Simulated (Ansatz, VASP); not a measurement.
One calculation of ZnAu, two programs

```xyz
2
Lattice="3.1216 0.0000 0.0000 0.0000 3.1216 0.0000 0.0000 0.0000 3.1216" Properties=species:S:1:pos:R:3 pbc="T T T"
Zn    1.5608    1.5608    1.5608
Au    0.0000    0.0000    0.0000
```

Alike in both runs: task single point; functional PBE; k mesh 14 × 14 × 14; occupations gaussian, width 0.1 eV; no spin polarisation.

|  | VASP | Ansatz |
| --- | --- | --- |
| version | VASP 6.6.1 | Ansatz 0.2.0 |
| potentials or method | VASP PAW PBE potentials, release 64 (Zn, Au), cutoff 520 eV | scalar-relativistic, plane waves, PAW |
| valence electrons in the cell | 23 | 31 |

```tsv
	VASP	Ansatz	Ansatz less VASP
gap on the k mesh at the Fermi level (eV)	none	none	-
pressure (GPa)	8.5	8.5	+0.01
```

A gap of «none» marks a metal or a gap that the smearing closes. With one functional, cell and mesh, what is left measures potentials, basis and numerics. VASP's potentials hold 23 valence electrons a cell and Ansatz's 31, so a difference there can come from the potentials and not from the codes.

Neither program's run includes spin-orbit coupling.
